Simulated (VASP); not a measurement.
Os: relaxation of cell and atoms with PBEsol

Os:

```xyz
2
Lattice="2.7341 0.0000 0.0000 -1.3671 2.3678 0.0000 0.0000 0.0000 4.3197" Properties=species:S:1:pos:R:3 pbc="T T T"
Os    0.0000    1.5785    1.0799
Os    1.3671    0.7893    3.2398
```

```json
{"Program": "VASP 6.6.1", "Task": "relaxation of cell and atoms", "Functional": "PBEsol", "Potentials or basis": "VASP PAW PBE potentials, release 64 (Os)", "Cutoff": "600 eV", "k mesh": "18 × 18 × 10", "Occupations": "gaussian, width 0.1 eV", "Spin": "no spin polarisation", "Dipole correction": "no", "Further INCAR settings": "ALGO = Normal; EDIFF = 1e-06; IBRION = 2; EDIFFG = -0.01; NSW = 80; ISIF = 3"}
```

```yaml
Relaxed_volume: 13.91 Å³/atom
Relaxed_cell: a = 2.729 Å, b = 2.729 Å, c = 4.314 Å, α = 90.00°, β = 90.00°, γ = 120.00°
Space_group_after_relaxing_to_0.1_Å: P6_3/mmc (No. 194)
Energy_gained_by_relaxing: 0.5 meV/atom
Ionic_steps: 7
Pressure_after_relaxing: -0.1 GPa
Band_gap_on_the_k_mesh: zero (bands 8 and 9 overlap by 3.98 eV)
```

Stress tensor (GPa, compression positive):
```
-0.08  0.00  0.00
 0.00 -0.08  0.00
 0.00  0.00  0.00
```

The path:
```csv
step,energy change (eV),largest force (eV/Å),pressure (GPa),volume (Å³)
1,0.0000,0.0000,-2.22,27.96
2,0.0198,0.0000,10.81,27.19
3,-0.0010,0.0000,0.00,27.82
4,-0.0010,0.0000,0.00,27.82
5,-0.0010,0.0000,0.11,27.82
6,-0.0010,0.0000,-0.44,27.85
7,-0.0010,0.0000,-0.05,27.83
```

Final structure:
```
Os
1.0
     2.72901    0.00000    0.00000
    -1.36450    2.36339    0.00000
     0.00000    0.00000    4.31441
Os
2
Direct
  0.33333 0.66667 0.25000
  0.66667 0.33333 0.75000
```

Levels at points of the mesh, in eV from the Fermi level:
```csv
k point,band 5,band 6,band 7,band 8,band 9,band 10,band 11,band 12
"(0.00, 0.00, 0.00)",-2.84,-2.24,-2.24,-1.57,-1.57,-0.01,1.71,1.71
"(0.50, 0.00, 0.00)",-2.95,-2.61,-1.91,2.07,2.64,2.75,4.46,5.75
"(0.00, 0.00, 0.50)",-3.29,-3.29,-3.29,-3.29,0.91,0.91,0.91,0.91
"(0.50, 0.00, 0.50)",-1.22,-1.22,-0.18,-0.18,2.41,2.41,3.33,3.33
```

It took 2 min on 1 thread of Intel(R) Xeon(R) Platinum 8488C (Sapphire Rapids) (shared host), peak memory 0.23 GiB.

Caveat: the PAW data sets were made with another functional, which shifts forces and pressure a little; spin-orbit coupling is left out, which moves the levels of the heavy elements.
